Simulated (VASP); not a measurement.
The system is MgS (Niningerite).

```xyz
2
Lattice="0.0000 2.6015 2.5292 2.6015 0.0000 2.5292 2.6015 2.6015 0.0000" Properties=species:S:1:pos:R:3 pbc="T T T"
Mg    0.0000    0.0000    0.0000
S     2.6015    2.6015    2.5292
```

This cell differs from its parent crystal: uniaxial z strain -2.8%.

Base run:

* Program: VASP 6.6.1
* Functional: HSE06
* Potentials or basis: VASP PAW PBE potentials, release 64 (Mg, S)
* Cutoff: 520 eV
* k mesh: 6 × 6 × 6
* Occupations: gaussian, width 0.01 eV
* Spin: no spin polarisation

Its results: band gap on the k mesh 3.67 eV, indirect (least direct gap 4.99 eV); pressure 1.8 GPa.

Problem. The run is repeated on the same cell with these changes: functional from HSE06 to r2SCAN; k mesh from 6 × 6 × 6 to 8 × 8 × 8. What comes out?

Solution. Band gap on the k mesh 3.36 eV, indirect (least direct gap 4.81 eV); pressure 2.0 GPa.

Several settings changed at once, so the effect can't be laid on one alone.

Caveats: the PAW data sets were made with another functional, which shifts forces and pressure a little.

A k mesh can miss the band edges.
